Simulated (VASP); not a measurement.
# Rb3SrCl (R32) in VASP: single point with PBE

Aim: the single point of Rb3SrCl with PBE.

Program: VASP 6.6.1. These are calculated values, not measurements. Logs are shortened: lines on timing, memory, paths and dates and some standing lists are left out, and cuts for length are marked.

## (1) The cell of the first run

The structure is trigonal, space group R32 (No. 155). The conventional cell has a = 9.430 Å, b = 9.430 Å, c = 11.721 Å, α = 90.00°, β = 90.00°, γ = 120.00°. Rb (site symmetry 2) has 2 Cl at 3.35 Å within 4.4 Å. Within 4.4 Å of Cl (site symmetry 32) lie 6 Rb at 3.35 Å.

## (2) Single point, PBE

The input, INCAR:

```
SYSTEM = Rb3SrCl
  ALGO = Normal
  EDIFF = 1E-6
  ENCUT = 520
  GGA = PE
  ISIF = 2
  ISMEAR = 0
  LASPH = .True.
  LCHARG = .False.
  LREAL = .False.
  LWAVE = .False.
  NBANDS = 30
  NELM = 60
  PREC = Accurate
  SIGMA = 0.1
```

The input, KPOINTS:

```
k-points
0
Gamma
  3 3 3
  0 0 0
```

The input, POSCAR:

```
Rb3SrCl
1.0
    4.7151754735      2.7223078270      3.9069934554
   -4.7151754735      2.7223078270      3.9069934554
    0.0000000000     -5.4446156597      3.9069934514
Rb Sr Cl
3 1 1
Direct
    0.4994668901      0.5005331099      0.0000000000
    0.0000000000      0.4994668901      0.5005331099
    0.5005331099      0.0000000000      0.4994668901
    0.0000000000      0.0000000000      0.0000000000
    0.5000000000      0.5000000000      0.5000000000
```

Potentials or basis: VASP PAW PBE potentials, release 64 (Rb_sv, Sr_sv, Cl).

Command:

```bash
$ cat potpaw_PBE.64/Rb_sv/POTCAR potpaw_PBE.64/Sr_sv/POTCAR potpaw_PBE.64/Cl/POTCAR > POTCAR
$ mpirun -np 1 vasp_std > vasp.out
```

OUTCAR:

```text
SYSTEM = Rb3SrCl
   EDIFF = 1E-6
   ENCUT = 520
   GGA = PE
   ISIF = 2
   ISMEAR = 0
   LASPH = .True.
   LREAL = .False.
   NELM = 60
   PREC = Accurate

 ion  position               nearest neighbor table
   1  0.499  0.501  0.000-   5 3.35   5 3.35   4 4.71   3 4.72   2 4.72   2 4.72   3 4.72   4 4.72
                             3 4.76   2 4.76   4 4.76   4 4.76   2 4.77   3 4.77
   2  0.000  0.499  0.501-   5 3.35   5 3.35   4 4.71   1 4.72   1 4.72   3 4.72   3 4.72   4 4.72
                             1 4.76   3 4.76   4 4.76   4 4.76   1 4.77   3 4.77
   3  0.501  0.000  0.499-   5 3.35   5 3.35   4 4.71   1 4.72   1 4.72   2 4.72   2 4.72   4 4.72
                             1 4.76   2 4.76   4 4.76   4 4.76   1 4.77   2 4.77
   4  0.000  0.000  0.000-   2 4.71   3 4.71   1 4.71   3 4.72   2 4.72   1 4.72   2 4.76   3 4.76
                             2 4.76   3 4.76   1 4.76   1 4.76
   5  0.500  0.500  0.500-   1 3.35   1 3.35   2 3.35   3 3.35   3 3.35   2 3.35

  LATTYP: Found a trigonal (rhomboedric) cell.
 ALAT       =     6.7013757924
 COS(alpha) =     0.0098573463

  Lattice vectors:

 A1 = (   4.7151754735,   2.7223078270,   3.9069934554)
 A2 = (  -4.7151754735,   2.7223078270,   3.9069934554)
 A3 = (   0.0000000000,  -5.4446156597,   3.9069934514)

Analysis of symmetry for initial positions (statically):
=====================================================================
 Subroutine PRICEL returns:
 Original cell was already a primitive cell.

 Routine SETGRP: Setting up the symmetry group for a
 trigonal (rhombohedral) supercell.

 Subroutine GETGRP returns: Found  6 space group operations
 (whereof  6 operations were pure point group operations)
 out of a pool of 12 trial point group operations.

The static configuration has the point symmetry D_3 .

Analysis of symmetry for dynamics (positions and initial velocities):
=====================================================================
 Subroutine PRICEL returns:
 Original cell was already a primitive cell.

 Routine SETGRP: Setting up the symmetry group for a
 trigonal (rhombohedral) supercell.

 Subroutine GETGRP returns: Found  6 space group operations
 (whereof  6 operations were pure point group operations)
 out of a pool of 12 trial point group operations.

The dynamic configuration has the point symmetry D_3 .

 Subroutine INISYM returns: Found  6 space group operations
 (whereof  6 operations are pure point group operations),
 and found     1 'primitive' translations

----------------------------------------------------------------------------------------

                                     Primitive cell

  volume of cell :     300.9047

  direct lattice vectors                    reciprocal lattice vectors
     4.715175474  2.722307827  3.906993455     0.106040592  0.061222564  0.085317095
    -4.715175474  2.722307827  3.906993455    -0.106040592  0.061222564  0.085317095
     0.000000000 -5.444615660  3.906993451     0.000000000 -0.122445129  0.085317095

  length of vectors
     6.701375792  6.701375792  6.701375792     0.149237450  0.149237450  0.149237450

  position of ions in fractional coordinates (direct lattice)
     0.499466890  0.500533110  0.000000000
     0.000000000  0.499466890  0.500533110
     0.500533110  0.000000000  0.499466890
     0.000000000  0.000000000  0.000000000
     0.500000000  0.500000000  0.500000000

  ion indices of the primitive-cell ions
   primitive index   ion index
                 1           1
                 2           2
                 3           3
                 4           4
                 5           5

----------------------------------------------------------------------------------------

 KPOINTS: k-points

Automatic generation of k-mesh.
 Grid dimensions read from file:
 generate k-points for:    3    3    3

 Generating k-lattice:

  Cartesian coordinates                     Fractional coordinates (reciprocal lattice)
     0.035346864  0.020407521  0.028439032     0.333333333 -0.000000000  0.000000000
    -0.035346864  0.020407521  0.028439032    -0.000000000  0.333333333  0.000000000
     0.000000000 -0.040815043  0.028439032     0.000000000  0.000000000  0.333333333

  Length of vectors
     0.049745817  0.049745817  0.049745817

  Shift w.r.t. Gamma in fractional coordinates (k-lattice)
     0.000000000  0.000000000  0.000000000

 Subroutine IBZKPT returns following result:
 ===========================================

 Found      6 irreducible k-points:

 Following reciprocal coordinates:
            Coordinates               Weight
  0.000000  0.000000  0.000000      1.000000
  0.333333  0.000000  0.000000      6.000000
  0.333333  0.333333  0.000000      6.000000
 -0.333333  0.333333  0.000000      6.000000
  0.333333  0.333333  0.333333      2.000000
 -0.333333  0.333333  0.333333      6.000000
   k-points           NKPTS =      6   k-points in BZ     NKDIM =      6   number of bands    NBANDS=     30
   number of dos      NEDOS =    301   number of ions     NIONS =      5
   total plane-waves  NPLWV = 125000
   dimension x,y,z NGX =    50 NGY =   50 NGZ =   50
   dimension x,y,z NGXF=   100 NGYF=  100 NGZF=  100
   ions per type =               3   1   1
   NGX,Y,Z   is equivalent  to a cutoff of  12.40, 12.40, 12.40 a.u.
   NGXF,Y,Z  is equivalent  to a cutoff of  24.81, 24.81, 24.81 a.u.
 SYSTEM =  Rb3SrCl
   PREC   = accura    normal or accurate (medium, high low for compatibility)
   ISTART =      0    job   : 0-new  1-cont  2-samecut
   ICHARG =      2    charge: 1-file 2-atom 10-const
   ISPIN  =      1    spin polarized calculation?
   LNONCOLLINEAR =      F non collinear calculations
   LSORBIT =      F    spin-orbit coupling
   LASPH  =      T    aspherical Exc in radial PAW
   ENCUT  =  520.0 eV  38.22 Ry    6.18 a.u.  12.46 12.46 12.46*2*pi/ulx,y,z
   NELM   =     60;   NELMIN=  2; NELMDL= -5     # of ELM steps
   EDIFF  = 0.1E-05   stopping-criterion for ELM
   LREAL  =      F    real-space projection
   EDIFFG = 0.1E-04   stopping-criterion for IOM
   NSW    =      0    number of steps for IOM
   IBRION =     -1    ionic relax: 0-MD 1-quasi-New 2-CG
   NFREE  =      0    steps in history (QN), initial steepest desc. (CG)
   ISIF   =      2    stress and relaxation
   ISYM   =      2    0-nonsym 1-usesym 2-fastsym
   POTIM  = 0.5000    time-step for ionic-motion
   TEBEG  =    0.0;   TEEND  =   0.0 temperature during run
   PSTRESS=    0.0 pullay stress
   NELECT =      44.0000    total number of electrons
   NUPDOWN=      -1.0000    fix difference up-down
   EMIN   =  10.00;   EMAX   =-10.00  energy-range for DOS
   EFERMI =   0.00;   METHOD = LEGACY
   ISMEAR =     0;   SIGMA  =   0.10  broadening in eV -4-tet -1-fermi 0-gaus
   EFERMI_NEDOS =   21; number of points for ismear=-14 and -15
   IALGO  =     38    algorithm
   IMIX   =      4    mixing-type and parameters
     AMIX     =   0.40;   BMIX     =  1.00
     AMIX_MAG =   1.60;   BMIX_MAG =  1.00
  volume/ion in A,a.u.               =      60.18       406.12
  Fermi-wavevector in a.u.,A,eV,Ry     =   0.862481  1.629852 10.121006  0.743873
  Thomas-Fermi vector in A             =   1.980289
   LORBIT       =      0    0 simple, 1 ext, 2 COOP (PROOUT), +10 PAW based schemes
   GGA     = PE    functional components
   LHFCALC =     F    Hartree Fock is set to
   AEXX    =    0.0000 exact exchange contribution
   IVDW    =     0    specifies the selected vdW correction
   LEPSILON=     F    determine dielectric tensor
   LRPA    =     F    only Hartree local field effects (RPA)
 non-spin polarized calculation
 Gauss-broadening in eV      SIGMA  =   0.10
  energy-cutoff  :      520.00
  volume of cell :      300.90
 maximum number of plane-waves:      8133
 NGX is ok and might be reduce to    50
   NGX = 25   NGY = 25   NGZ = 25

 number of electron      43.9999999 magnetization

 Free energy of the ion-electron system (eV)
  ---------------------------------------------------
  ext. energy  EPLUGINS =         0.00000000
  ---------------------------------------------------
  free energy    TOTEN  =        -9.19280429 eV

  energy without entropy =       -9.16096303  energy(sigma->0) =       -9.17688366

 E-fermi :   0.9071     XC(G=0):  -6.3996

 val. band max:        0.8564062961   @ k =   0.3333   0.3333   0.0000
 cond. band min:       1.0265167783   @ k =  -0.3333   0.3333   0.3333
 fundamental gap:      0.1701104822
 Fermi energy:         0.9070639894

 k-point     1 :       0.0000    0.0000    0.0000
  band No.  band energies     occupation
      1     -36.8589      2.00000
      2     -27.5233      2.00000
      3     -27.5129      2.00000
      4     -27.5129      2.00000
      5     -18.7982      2.00000
      6     -18.7982      2.00000
[... 22 lines left out ...]
     29       2.5601      0.00000
     30       3.5723      0.00000

 k-point     2 :       0.3333    0.0000    0.0000
  band No.  band energies     occupation
      1     -36.8589      2.00000
      2     -27.5211      2.00000
      3     -27.5150      2.00000
      4     -27.5129      2.00000
      5     -18.7983      2.00000
      6     -18.7981      2.00000
[... 22 lines left out ...]
     29       2.3561      0.00000
     30       3.6495      0.00000

 k-point     3 :       0.3333    0.3333    0.0000
  band No.  band energies     occupation
      1     -36.8589      2.00000
      2     -27.5193      2.00000
      3     -27.5152      2.00000
      4     -27.5143      2.00000
      5     -18.7984      2.00000
      6     -18.7982      2.00000
[... 22 lines left out ...]
     29       2.7535      0.00000
     30       3.9459      0.00000

 k-point     4 :      -0.3333    0.3333    0.0000
  band No.  band energies     occupation
      1     -36.8589      2.00000
      2     -27.5191      2.00000
      3     -27.5155      2.00000
      4     -27.5142      2.00000
      5     -18.7983      2.00000
      6     -18.7982      2.00000
[... 22 lines left out ...]
     29       2.7568      0.00000
     30       3.9867      0.00000

 k-point     5 :       0.3333    0.3333    0.3333
  band No.  band energies     occupation
      1     -36.8589      2.00000
      2     -27.5183      2.00000
      3     -27.5152      2.00000
      4     -27.5152      2.00000
      5     -18.7984      2.00000
      6     -18.7984      2.00000
[... 22 lines left out ...]
     29       2.6955      0.00000
     30       4.0570      0.00000

 k-point     6 :      -0.3333    0.3333    0.3333
  band No.  band energies     occupation
      1     -36.8589      2.00000
      2     -27.5179      2.00000
      3     -27.5156      2.00000
      4     -27.5152      2.00000
      5     -18.7984      2.00000
      6     -18.7983      2.00000
[... 22 lines left out ...]
     29       2.7056      0.00000
     30       4.0645      0.00000

------------------------ aborting loop because EDIFF is reached ----------------------------------------

  FORCE on cell =-STRESS in cart. coord.  units (eV):
  Direction    XX          YY          ZZ          XY          YZ          ZX
  --------------------------------------------------------------------------------------
  -------------------------------------------------------------------------------------
  Total        0.5037115      0.5037115      0.2906494      0.0000000      0.0000000      0.0000000
  in kB        2.6820289      2.6820289      1.5475726      0.0000000      0.0000000      0.0000000
  external PRESSURE =       2.3038768 kB  Pullay stress =       0.0000000 kB

 VOLUME and BASIS-vectors are now :
 -----------------------------------------------------------------------------
  energy-cutoff  :      520.00
  volume of cell :      300.90
      direct lattice vectors                 reciprocal lattice vectors
     4.715175474  2.722307827  3.906993455     0.106040592  0.061222564  0.085317095
    -4.715175474  2.722307827  3.906993455    -0.106040592  0.061222564  0.085317095
     0.000000000 -5.444615660  3.906993451     0.000000000 -0.122445129  0.085317095

 POSITION                                       TOTAL-FORCE (eV/Angst)
 -----------------------------------------------------------------------------------
     -0.00503      2.72231      3.90699         0.003072      0.000000      0.000000
     -2.35507     -1.36551      3.90699        -0.001536      0.002660      0.000000
      2.36010     -1.35680      3.90699        -0.001536     -0.002660     -0.000000
      0.00000      0.00000      0.00000        -0.000000      0.000000     -0.000000
      0.00000     -0.00000      5.86049        -0.000000      0.000000     -0.000000
 -----------------------------------------------------------------------------------
    total drift:                                0.000000     -0.000000     -0.000000

  FREE ENERGIE OF THE ION-ELECTRON SYSTEM (eV)
  ---------------------------------------------------
  free  energy   TOTEN  =        -9.1928042934 eV

  energy  without entropy=       -9.1609630339  energy(sigma->0) =       -9.17688366
```

It took 92 s on 1 thread of AMD EPYC 7R43 (Zen 3), shared host; peak memory 0.32 GiB.

Results:

```yaml
Free_energy: -9.1928 eV
Pressure: 0.2 GPa
Largest_force: 0.003 eV/Å
Band_gap_on_the_k_mesh: zero (band 22 reaches 1.08 eV, above the bottom of band 23 at 0.83 eV)
```

Forces on the atoms (eV/Å):
```
Rb   0.003  0.000  0.000
Rb  -0.002  0.003  0.000
Rb  -0.002 -0.003  0.000
Sr   0.000  0.000  0.000
Cl   0.000  0.000  0.000
```

Stress tensor (GPa, compression positive):
```
0.27 0.00 0.00
0.00 0.27 0.00
0.00 0.00 0.15
```

Levels at points of the mesh, in eV from the Fermi level:
```csv
k point,band 18,band 19,band 20,band 21,band 22,band 23,band 24,band 25
"(0.00, 0.00, 0.00)",-4.29,-4.28,-4.28,-2.33,0.17,0.17,1.12,1.12
```
